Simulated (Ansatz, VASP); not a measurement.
Cu in VASP and in Ansatz

```
Cu
1.0
    -1.26857    1.26857    1.26857
     1.26857   -1.26857    1.26857
     1.26857    1.26857   -1.26857
Cu
1
Direct
  0.00000 0.00000 0.00000
```

Change from the starting cell: volume scaled by 0.68, LAPW.

Alike in both runs: task single point; functional PBE; k mesh 18 × 18 × 18; occupations fermi-dirac, width 0.1 eV; no spin polarisation.

|  | VASP | Ansatz |
| --- | --- | --- |
| version | VASP 6.6.1 | Ansatz 0.2.0 |
| potentials or method | VASP PAW PBE potentials, release 64 (Cu), cutoff 520 eV | all-electron LAPW, scalar-relativistic |

|  | VASP | Ansatz | Ansatz less VASP |
| --- | --- | --- | --- |
| pressure (GPa) | 140.6 | 140.0 | -0.62 |

Both programs put the cell under a high pressure, so it lies far from rest at this level. Ansatz ran all-electron here, and VASP with PAW potentials.

Noted on VASP's run: the cell as given lies far from equilibrium.
